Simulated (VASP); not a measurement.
# Ta6F in VASP: a series of runs

Runs on Ta6F. Level: LDA. Tasks: single point.

All numbers are computed with VASP 6.6.1; they aren't measurements. Logs are shortened: lines on timing, memory, paths and dates and some standing lists are left out, and cuts for length are marked.

## (1) The cell of the first run

The cell holds a slab with vacuum, 7 atoms: a = 4.600 Å, b = 4.600 Å, c = 21.402 Å, α = 90.00°, β = 90.00°, γ = 120.00°.

## (2) Single point, LDA, collinear spin

INCAR reads:

```
PREC     = Accurate       # precision mode
ENCUT    = 520            # plane-wave cutoff, eV
EDIFF    = 1E-6           # SCF threshold, eV
ISMEAR   = 0              # smearing method
SIGMA    = 0.1            # smearing width, eV
LREAL    = False          # projectors in reciprocal space
LASPH    = True           # aspherical terms in the spheres
NELM     = 150            # most SCF steps
ALGO     = Normal         # electronic algorithm
ISIF     = 2              # what is computed and relaxed
LWAVE    = False          # write WAVECAR
LCHARG   = False          # write CHGCAR
ISPIN    = 2              # spin polarisation
MAGMOM   = 0 0 0 0 0 0 1  # initial moments
LORBIT   = 11             # projections on sites
LMAXMIX  = 4              # l up to which the mixer works
LDIPOL   = True         
IDIPOL   = 3            
DIPOL    = 0.5 0.5 0.312
NBANDS   = 50             # bands
```

KPOINTS reads:

```
regular mesh
0
Gamma
  6 6 1
```

POSCAR reads:

```
Ta6F
1.0
    4.6002247516      0.0000000000      0.0000000000
   -2.3001123758      3.9839114980      0.0000000000
    0.0000000000      0.0000000000     21.4017722141
Ta F
6 1
Direct
    0.6666666667      0.3333333333      0.1869004099
    0.3333333333      0.6666666667      0.2307760729
    0.0000000000      0.0000000000      0.2746517360
    0.6666666667      0.3333333333      0.3157775353
    0.3333333333      0.6666666667      0.3543568624
    0.0000000000      0.0000000000      0.3925736677
    0.5555555556     -0.5555555556      0.4271502436
```

Potentials or basis: VASP PAW LDA potentials, release 64 (Ta_pv, F).

On the command line:

```
$ cat potpaw_LDA.64/Ta_pv/POTCAR potpaw_LDA.64/F/POTCAR > POTCAR
$ mpirun -np 1 vasp_std > vasp.out
```

OUTCAR:

```text
PREC = Accurate
   ENCUT = 520
   EDIFF = 1E-6
   ISMEAR = 0
   LREAL = False
   LASPH = True
   NELM = 150
   ISIF = 2
   ISPIN = 2
   LORBIT = 11

 ion  position               nearest neighbor table
   1  0.667  0.333  0.187-   4 2.76   2 2.82   2 2.82   2 2.82   3 3.25   3 3.25   3 3.25
   2  0.333  0.667  0.231-   5 2.64   1 2.82   1 2.82   3 2.82   1 2.82   3 2.82   3 2.82   4 3.22
                             4 3.22   4 3.22
   3  0.000  0.000  0.275-   6 2.52   4 2.80   4 2.80   4 2.80   2 2.82   2 2.82   2 2.82   5 3.16
                             5 3.16   5 3.16   1 3.25   1 3.25   1 3.25
   4  0.667  0.333  0.316-   7 2.54   1 2.76   5 2.78   5 2.78   5 2.78   3 2.80   3 2.80   3 2.80
                             6 3.12   6 3.12   6 3.12   2 3.22   2 3.22   2 3.22
   5  0.333  0.667  0.354-   7 2.36   2 2.64   6 2.78   6 2.78   6 2.78   4 2.78   4 2.78   4 2.78
                             3 3.16   3 3.16   3 3.16
   6  0.000  0.000  0.393-   7 2.46   7 2.46   3 2.52   5 2.78   5 2.78   5 2.78   4 3.12   4 3.12
                             4 3.12
   7  0.556  0.444  0.427-   5 2.36   6 2.46   6 2.46   4 2.54

  LATTYP: Found a hexagonal cell.
 ALAT       =     4.6002247516
 C/A-ratio  =     4.6523318685

  Lattice vectors:

 A1 = (   4.6002247516,   0.0000000000,   0.0000000000)
 A2 = (  -2.3001123758,   3.9839114980,   0.0000000000)
 A3 = (   0.0000000000,   0.0000000000,  21.4017722141)

Analysis of symmetry for initial positions (statically):
=====================================================================
 Subroutine PRICEL returns:
 Original cell was already a primitive cell.

 Routine SETGRP: Setting up the symmetry group for a
 hexagonal supercell.

 Subroutine GETGRP returns: Found  2 space group operations
 (whereof  2 operations were pure point group operations)
 out of a pool of 24 trial point group operations.

The static configuration has the point symmetry C_1h.

Analysis of symmetry for dynamics (positions and initial velocities):
=====================================================================
 Subroutine PRICEL returns:
 Original cell was already a primitive cell.

 Routine SETGRP: Setting up the symmetry group for a
 hexagonal supercell.

 Subroutine GETGRP returns: Found  2 space group operations
 (whereof  2 operations were pure point group operations)
 out of a pool of 24 trial point group operations.

The dynamic configuration has the point symmetry C_1h.

Analysis of structural, dynamic, and magnetic symmetry:
=====================================================================
 Subroutine PRICEL returns:
 Original cell was already a primitive cell.

 Routine SETGRP: Setting up the symmetry group for a
 hexagonal supercell.

 Subroutine GETGRP returns: Found  2 space group operations
 (whereof  2 operations were pure point group operations)
 out of a pool of 24 trial point group operations.

The overall configuration has the point symmetry C_1h.

 Subroutine INISYM returns: Found  2 space group operations
 (whereof  2 operations are pure point group operations),
 and found     1 'primitive' translations

----------------------------------------------------------------------------------------

                                     Primitive cell

  volume of cell :     392.2279

  direct lattice vectors                    reciprocal lattice vectors
     4.600224752  0.000000000  0.000000000     0.217380683  0.125504796  0.000000000
    -2.300112376  3.983911498  0.000000000     0.000000000  0.251009592  0.000000000
     0.000000000  0.000000000 21.401772214     0.000000000  0.000000000  0.046725102

  length of vectors
     4.600224752  4.600224752 21.401772214     0.251009592  0.251009592  0.046725102

  position of ions in fractional coordinates (direct lattice)
     0.666666667  0.333333333  0.186900410
     0.333333333  0.666666667  0.230776073
     0.000000000  0.000000000  0.274651736
     0.666666667  0.333333333  0.315777535
     0.333333333  0.666666667  0.354356862
     0.000000000  0.000000000  0.392573668
     0.555555556  0.444444444  0.427150244

  ion indices of the primitive-cell ions
   primitive index   ion index
                 1           1
                 2           2
                 3           3
                 4           4
                 5           5
[... 53 lines left out ...]
   PREC   = accura    normal or accurate (medium, high low for compatibility)
   ISTART =      0    job   : 0-new  1-cont  2-samecut
   ICHARG =      2    charge: 1-file 2-atom 10-const
   ISPIN  =      2    spin polarized calculation?
   LNONCOLLINEAR =      F non collinear calculations
   LSORBIT =      F    spin-orbit coupling
   LASPH  =      T    aspherical Exc in radial PAW
   ENCUT  =  520.0 eV  38.22 Ry    6.18 a.u.   8.55  8.55 39.79*2*pi/ulx,y,z
   NELM   =    150;   NELMIN=  2; NELMDL= -5     # of ELM steps
   EDIFF  = 0.1E-05   stopping-criterion for ELM
   LREAL  =      F    real-space projection
   EDIFFG = 0.1E-04   stopping-criterion for IOM
   NSW    =      0    number of steps for IOM
   IBRION =     -1    ionic relax: 0-MD 1-quasi-New 2-CG
   NFREE  =      0    steps in history (QN), initial steepest desc. (CG)
   ISIF   =      2    stress and relaxation
   ISYM   =      2    0-nonsym 1-usesym 2-fastsym
   POTIM  = 0.5000    time-step for ionic-motion
   TEBEG  =    0.0;   TEEND  =   0.0 temperature during run
   PSTRESS=    0.0 pullay stress
   NELECT =      73.0000    total number of electrons
   NUPDOWN=      -1.0000    fix difference up-down
   EMIN   =  10.00;   EMAX   =-10.00  energy-range for DOS
   EFERMI =   0.00;   METHOD = LEGACY
   ISMEAR =     0;   SIGMA  =   0.10  broadening in eV -4-tet -1-fermi 0-gaus
   EFERMI_NEDOS =   21; number of points for ismear=-14 and -15
   IALGO  =     38    algorithm
   IMIX   =      4    mixing-type and parameters
     AMIX     =   0.40;   BMIX     =  1.00
     AMIX_MAG =   1.60;   BMIX_MAG =  1.00
  volume/ion in A,a.u.               =      56.03       378.13
  Fermi-wavevector in a.u.,A,eV,Ry     =   0.934694  1.766316 11.886778  0.873654
  Thomas-Fermi vector in A             =   2.061525
   LORBIT       =     11    0 simple, 1 ext, 2 COOP (PROOUT), +10 PAW based schemes
   GGA     = CA    functional components
   LHFCALC =     F    Hartree Fock is set to
   AEXX    =    0.0000 exact exchange contribution
   IVDW    =     0    specifies the selected vdW correction
   LEPSILON=     F    determine dielectric tensor
   LRPA    =     F    only Hartree local field effects (RPA)
 spin polarized calculation
 Gauss-broadening in eV      SIGMA  =   0.10
  energy-cutoff  :      520.00
  volume of cell :      392.23
 maximum number of plane-waves:     10669
 NGX is ok and might be reduce to    36
   NGX = 17   NGY = 17   NGZ = 79

 dipolmoment           0.000000      0.000000     -0.005896 electrons x Angstroem

 number of electron      73.0000012 magnetization       0.0002542

 dipolmoment           0.000000      0.000000      0.045771 electrons x Angstroem

 Free energy of the ion-electron system (eV)
  ---------------------------------------------------
  ext. energy  EPLUGINS =         0.00000000
  ---------------------------------------------------
  free energy    TOTEN  =       -75.61261697 eV

  energy without entropy =      -75.58403190  energy(sigma->0) =      -75.59832443

 E-fermi :  -1.0357     XC(G=0):  -4.6552

 val. band max:       -1.0386145384   @ k =   0.3333   0.0000   0.0000
 cond. band min:      -1.0174046496   @ k =  -0.1667   0.3333   0.0000
 fundamental gap:      0.0212098888
 Fermi energy:        -1.0356845529

 spin component 1

 k-point     1 :       0.0000    0.0000    0.0000
  band No.  band energies     occupation
      1     -35.6883      1.00000
      2     -35.5187      1.00000
      3     -35.4136      1.00000
      4     -35.2985      1.00000
      5     -35.1959      1.00000
      6     -35.1942      1.00000
[... 652 lines left out ...]
     47       1.6147      0.00000
     48       1.9927      0.00000
 Fermi energy:        -1.0356845529

 spin component 2

 k-point     1 :       0.0000    0.0000    0.0000
  band No.  band energies     occupation
      1     -35.6883      1.00000
      2     -35.5187      1.00000
      3     -35.4136      1.00000
      4     -35.2985      1.00000
      5     -35.1958      1.00000
      6     -35.1942      1.00000
[... 652 lines left out ...]
     47       1.6147      0.00000
     48       1.9927      0.00000
 [bands above 48 left out]

------------------------ aborting loop because EDIFF is reached ----------------------------------------

 vacuum level on the upper side and lower side of the slab       (xc-potential included)         0.214        -0.227

  FORCE on cell =-STRESS in cart. coord.  units (eV):
  Direction    XX          YY          ZZ          XY          YZ          ZX
  --------------------------------------------------------------------------------------
  -------------------------------------------------------------------------------------
  Total       -4.6396561     -5.3261420     -3.0887738     -0.5945143      0.7468221     -1.2935338
  in kB      -18.9521245    -21.7562907    -12.6170614     -2.4284792      3.0506281     -5.2838428
  external PRESSURE =     -17.7751589 kB  Pullay stress =       0.0000000 kB

 VOLUME and BASIS-vectors are now :
 -----------------------------------------------------------------------------
  energy-cutoff  :      520.00
  volume of cell :      392.23
      direct lattice vectors                 reciprocal lattice vectors
     4.600224752  0.000000000  0.000000000     0.217380683  0.125504796  0.000000000
    -2.300112376  3.983911498  0.000000000     0.000000000  0.251009592  0.000000000
     0.000000000  0.000000000 21.401772214     0.000000000  0.000000000  0.046725102

 POSITION                                       TOTAL-FORCE (eV/Angst)
 -----------------------------------------------------------------------------------
      2.30011      1.32797      4.00000         0.022335     -0.012895      2.310067
     -0.00000      2.65594      4.93902        -0.136091      0.078572     -0.462315
      0.00000      0.00000      5.87803         0.054265     -0.031330     -2.072839
      2.30011      1.32797      6.75820         0.624678     -0.360658     -0.518456
     -0.00000      2.65594      7.58386        -0.168323      0.097181      0.306327
      0.00000      0.00000      8.40177         0.469531     -0.271084      0.823130
      1.53341      1.77063      9.14177        -0.866395      0.500213     -0.385915
 -----------------------------------------------------------------------------------
    total drift:                                0.000137     -0.000079     -0.002171

  FREE ENERGIE OF THE ION-ELECTRON SYSTEM (eV)
  ---------------------------------------------------
  free  energy   TOTEN  =       -75.6126169664 eV

  energy  without entropy=      -75.5840318952  energy(sigma->0) =      -75.59832443

 vacuum level on the upper side and lower side of the slab         3.083         2.631

 total charge

# of ion       s       p       d       tot
------------------------------------------
    1        0.395   6.011   2.434   8.840
    2        0.402   6.115   2.546   9.063
    3        0.387   6.180   2.499   9.066
    4        0.376   6.172   2.468   9.016
    5        0.396   6.127   2.617   9.140
    6        0.397   6.050   2.509   8.956
    7        1.739   4.263   0.000   6.002
--------------------------------------------------
tot          4.091  40.918  15.074  60.083

 magnetization (x)

# of ion       s       p       d       tot
------------------------------------------
    1        0.000   0.000   0.000   0.000
    2        0.000   0.000   0.000   0.000
    3        0.000  -0.000  -0.000  -0.000
    4       -0.000   0.000   0.000   0.000
    5       -0.000  -0.000  -0.000  -0.000
    6       -0.000  -0.000  -0.000  -0.000
    7       -0.000  -0.000   0.000  -0.000
--------------------------------------------------
tot          0.000   0.000   0.000   0.000
```

Run time: 32 min. Hardware: 1 thread of Oxide Virtual Turin-like, shared host; peak memory 0.59 GiB.

What came out:

```yaml
Free_energy: -75.6126 eV
Largest_force: 2.310 eV/Å
Net_moment: 0.00 μB per cell
Valence_electrons_inside_the_program's_atomic_spheres: Ta 8.84, 9.06, 9.07, 9.02, 9.14, 8.96; F 6.00
```

Forces on the atoms (eV/Å):
```
Ta   0.022 -0.013  2.310
Ta  -0.136  0.079 -0.462
Ta   0.054 -0.031 -2.073
Ta   0.625 -0.361 -0.518
Ta  -0.168  0.097  0.306
Ta   0.470 -0.271  0.823
F   -0.866  0.500 -0.386
```

Caveat: spin-orbit coupling is left out, which moves the levels of the heavy elements.

## (3) Single point, LDA, collinear spin

INCAR reads:

```
SYSTEM = Ta6F
ALGO = Fast ; DIPOL = 0.5 0.5 0.334
EDIFF = 1E-6 ; ENCUT = 520
IDIPOL = 3 ; ISIF = 2
ISMEAR = 0 ; ISPIN = 2
LASPH = .TRUE. ; LCHARG = .FALSE.
LDIPOL = .TRUE. ; LMAXMIX = 4
LORBIT = 11 ; LREAL = .FALSE.
LWAVE = .FALSE. ; MAGMOM = 0 0 0 0 0 0 1
NBANDS = 50 ; NELM = 150
PREC = Accurate ; SIGMA = 0.1
```

KPOINTS reads:

```
k-points
0
G
  6 6 1
  0 0 0
```

Edit POSCAR of step 2 so:

```diff
@@ -14,2 +14,2 @@
     0.0000000000      0.0000000000      0.3925736677
-    0.5555555556     -0.5555555556      0.4271502436
+    0.8888888889     -0.8888888889      0.5808758307
```

Potentials or basis: VASP PAW LDA potentials, release 64 (Ta_pv, F).

On the command line:

```
$ cat potpaw_LDA.64/Ta_pv/POTCAR potpaw_LDA.64/F/POTCAR > POTCAR
$ mpirun -np 1 vasp_std > vasp.out
```

OUTCAR:

```text
SYSTEM = Ta6F
   EDIFF = 1E-6
   ENCUT = 520
   ISIF = 2
   ISMEAR = 0
   ISPIN = 2
   LASPH = .TRUE.
   LORBIT = 11
   LREAL = .FALSE.
   NELM = 150
   PREC = Accurate

 ion  position               nearest neighbor table
   1  0.667  0.333  0.187-   4 2.76   2 2.82   2 2.82   2 2.82   3 3.25   3 3.25   3 3.25
   2  0.333  0.667  0.231-   5 2.64   1 2.82   1 2.82   3 2.82   1 2.82   3 2.82   3 2.82   4 3.22
                             4 3.22   4 3.22
   3  0.000  0.000  0.275-   6 2.52   4 2.80   4 2.80   4 2.80   2 2.82   2 2.82   2 2.82   5 3.16
                             5 3.16   5 3.16   1 3.25   1 3.25   1 3.25
   4  0.667  0.333  0.316-   1 2.76   5 2.78   5 2.78   5 2.78   3 2.80   3 2.80   3 2.80   6 3.12
                             6 3.12   6 3.12   2 3.22   2 3.22   2 3.22
   5  0.333  0.667  0.354-   2 2.64   6 2.78   6 2.78   6 2.78   4 2.78   4 2.78   4 2.78   3 3.16
                             3 3.16   3 3.16
   6  0.000  0.000  0.393-   3 2.52   5 2.78   5 2.78   5 2.78   4 3.12   4 3.12   4 3.12
   7  0.889  0.111  0.581-

[... 1572 lines left out ...]
      3.83352      0.44266     12.43177         0.044251     -0.025548     -0.600135
 -----------------------------------------------------------------------------------
    total drift:                                0.000103     -0.000060      0.000220

  FREE ENERGIE OF THE ION-ELECTRON SYSTEM (eV)
  ---------------------------------------------------
  free  energy   TOTEN  =       -70.8999432315 eV

  energy  without entropy=      -70.7930913925  energy(sigma->0) =      -70.84651731

 vacuum level on the upper side and lower side of the slab         7.437         0.587

 total charge

# of ion       s       p       d       tot
------------------------------------------
    1        0.395   6.012   2.426   8.833
    2        0.401   6.113   2.552   9.066
    3        0.391   6.175   2.508   9.074
    4        0.381   6.180   2.454   9.015
    5        0.412   6.122   2.585   9.119
    6        0.411   6.029   2.507   8.947
    7        1.744   4.083   0.000   5.827
--------------------------------------------------
tot          4.135  40.714  15.033  59.882

 magnetization (x)

# of ion       s       p       d       tot
------------------------------------------
    1        0.000   0.000  -0.000  -0.000
    2       -0.000   0.000  -0.000  -0.000
    3        0.000   0.000   0.000   0.000
    4       -0.000  -0.000  -0.000  -0.000
    5        0.000   0.000   0.000   0.000
    6        0.000   0.000   0.000   0.000
    7       -0.000  -0.000   0.000  -0.000
--------------------------------------------------
tot          0.000  -0.000   0.000  -0.000
```

Run time: 26 min. Hardware: 1 thread of Oxide Virtual Turin-like, shared host; peak memory 0.61 GiB.

Results:

- Free energy: -70.8999 eV
- Largest force: 2.245 eV/Å
- Net moment: 0.00 μB per cell
- Valence electrons inside the program's atomic spheres: Ta 8.83, 9.07, 9.02, 9.12, 8.95 (each value once); F 5.83

Forces on the atoms (eV/Å):
```
Ta   0.003 -0.002  2.145
Ta   0.001  0.000 -0.359
Ta  -0.001  0.001 -2.245
Ta   0.003 -0.001 -0.001
Ta   0.006 -0.003 -0.063
Ta  -0.056  0.032  1.124
F    0.044 -0.026 -0.600
```

Caveat: spin-orbit coupling is left out, which moves the levels of the heavy elements.

## (4) Single point, LDA, collinear spin

INCAR reads:

```
SYSTEM = Ta6F
PREC = Accurate
ENCUT = 520
EDIFF = 1E-6
ISMEAR = 0
SIGMA = 0.1
LREAL = .FALSE.
LASPH = .TRUE.
NELM = 150
ALGO = Normal
ISIF = 2
LWAVE = .FALSE.
LCHARG = .FALSE.
ISPIN = 2
MAGMOM = 0 0 0 0 0 0 1
LORBIT = 11
LMAXMIX = 4
LDIPOL = .TRUE.
IDIPOL = 3
DIPOL = 0.5 0.5 0.329
GGA = CA
NBANDS = 50
```

KPOINTS reads:

```
regular mesh
0
G
  6 6 1
  0 0 0
```

Edit POSCAR of step 3 so:

```diff
@@ -14,2 +14,2 @@
     0.0000000000      0.0000000000      0.3925736677
-    0.8888888889     -0.8888888889      0.5808758307
+    0.5555555556     -0.5555555556      0.5481682590
```

On the command line:

```
$ cat potpaw_LDA.64/Ta_pv/POTCAR potpaw_LDA.64/F/POTCAR > POTCAR
$ mpirun -np 1 vasp_std > vasp.out
```

Wall time 1.5 h (1 thread of Oxide Virtual Turin-like, shared host); peak memory 0.62 GiB.

It converged, with:

```
Free energy                                           : -71.3502 eV
Largest force                                         : 2.289 eV/Å
Net moment                                            : -0.05 μB per cell
Site moments                                          : Ta -0.00, +0.01 (each value once); F -0.04 μB
Valence electrons inside the program's atomic spheres : Ta 8.83, 9.07, 9.01, 9.11, 8.93 (each value once); F 5.85
```

Forces in eV/Å, atoms in the order of the input:
```
Ta  -0.001  0.001  2.160
Ta  -0.002  0.001 -0.402
Ta   0.000  0.000 -2.289
Ta   0.019 -0.011 -0.012
Ta   0.013 -0.007  0.012
Ta   0.027 -0.016  1.420
F   -0.057  0.033 -0.888
```

Levels at points of the mesh, in eV from the Fermi level:
Spin up:
| k point | band 35 | band 36 | band 37 | band 38 | band 39 | band 40 |
| --- | --- | --- | --- | --- | --- | --- |
| (0.00, 0.00, 0.00) | -0.29 | -0.23 | 0.00 | 0.24 | 0.29 | 0.29 |
| (0.50, 0.00, 0.00) | -0.24 | -0.11 | -0.10 | 0.41 | 0.50 | 1.09 |
| (0.50, 0.50, 0.00) | -0.24 | -0.19 | -0.02 | 0.41 | 0.47 | 1.08 |
Spin down:
```csv
k point,band 33,band 34,band 35,band 36,band 37,band 38,band 39,band 40,band 41,band 42
"(0.00, 0.00, 0.00)",-0.48,-0.36,-0.29,-0.27,-0.01,0.24,0.29,0.29,0.73,2.48
"(0.50, 0.00, 0.00)",-0.56,-0.46,-0.24,-0.18,-0.05,0.40,0.49,1.09,1.22,1.34
"(0.50, 0.50, 0.00)",-0.50,-0.38,-0.29,-0.24,-0.10,0.41,0.47,1.08,1.22,1.34
```

Caveat: spin-orbit coupling is left out, which moves the levels of the heavy elements.

## (5) Overview

```csv
cell,gap on the mesh (eV),moment (μB),largest force (eV/Å)
"as given, atomic positions A",none,0.00,2.31
"as given, atomic positions B",none,0.00,2.25
"as given, atomic positions C",none,0.05,2.29
```

Alike in all rows: task single point; level LDA; potentials or basis VASP PAW LDA potentials, release 64 (Ta_pv, F); spin collinear; k mesh 6 × 6 × 1; cutoff (eV) 520; smearing gaussian 0.1 eV.

Caveats: spin-orbit coupling is left out, which moves the levels of the heavy elements.

Total energies depend on the potentials used, so only differences within one code and one set of settings carry meaning.

The gap in the log of VASP goes by the Fermi energy; the results here count the filled bands.